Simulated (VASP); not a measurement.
Li: single point with PBE

Crystal: Li.

```xyz
2
Lattice="3.4324 0.0000 0.0000 0.0000 3.4324 0.0000 0.0000 0.0000 3.3295" Properties=species:S:1:pos:R:3 pbc="T T T"
Li    0.0000    0.0000    0.0000
Li    1.7162    1.7162    1.6647
```

This cell differs from its parent crystal: strain along c alone, the other axes held: -3.0 %.

| Quantity | Value |
| --- | --- |
| Program | VASP 6.6.1 |
| Task | single point |
| Functional | PBE |
| Potentials or basis | VASP PAW PBE potentials, release 64 (Li_sv) |
| Cutoff | 520 eV |
| k mesh | 16 × 16 × 16 |
| Occupations | gaussian, width 0.1 eV |
| Spin | no spin polarisation |

| Quantity | Value |
| --- | --- |
| Band gap on the k mesh | zero (band 3 reaches 4.10 eV, above the bottom of band 4 at -0.49 eV) |

Levels at points of the mesh, in eV from the Fermi level:
```tsv
k point	band 1	band 2	band 3	band 4	band 5	band 6	band 7	band 8
(0.00, 0.00, 0.00)	-46.49	-46.45	-3.62	5.40	5.40	6.09	7.69	8.11
(0.50, 0.00, 0.00)	-46.47	-46.47	-1.22	-1.22	8.44	8.44	9.10	9.10
(0.50, 0.50, 0.00)	-46.47	-46.47	0.13	0.13	3.23	3.23	10.88	10.88
(0.00, 0.00, 0.50)	-46.47	-46.47	-1.07	-1.07	8.62	8.62	8.62	8.62
(0.50, 0.00, 0.50)	-46.47	-46.47	0.27	0.27	3.42	3.42	10.45	10.45
(0.50, 0.50, 0.50)	-46.47	-46.47	3.37	3.37	3.47	3.47	3.47	3.47
```

Run time: 89 s on 1 thread of Intel(R) Xeon(R) 6975P-C (Granite Rapids) (shared host), peak memory 0.23 GiB.

Caveat: the cell differs from its parent crystal (strain along c alone, the other axes held: -3.0 %).
